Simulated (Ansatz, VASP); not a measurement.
**One calculation of MgO, two programs**

```
CELL_PARAMETERS angstrom
0.00000 2.07963 2.07963
2.07963 0.00000 2.07963
2.07963 2.07963 0.00000
ATOMIC_POSITIONS crystal
Mg 0.00000 0.00000 0.00000
O 0.50000 0.50000 0.50000
```

Alike in both runs: functional LDA; k mesh 8 × 8 × 8; occupations gaussian, width 0.1 eV; no spin polarisation.

Ansatz relaxed the structure, and its values are those at the end. VASP's run is a single point on that final structure, the one shown.

|  | VASP | Ansatz |
| --- | --- | --- |
| version | VASP 6.6.1 | Ansatz 0.2.0 |
| potentials or method | VASP PAW LDA potentials, release 64 (Mg_sv, O), cutoff 750 eV | scalar-relativistic, plane waves, PAW |
| valence electrons in the cell | 16 | 16 |

```csv
,VASP,Ansatz,Ansatz less VASP
gap on the k mesh at the Fermi level (eV),5.05,5.03,-0.014
least direct gap on the mesh (eV),5.05,5.03,-0.014
pressure (GPa),0.0,0.0,-0.06
```

LDA's correlation is that of Perdew and Zunger in VASP and of Perdew and Wang (1992) in Ansatz.
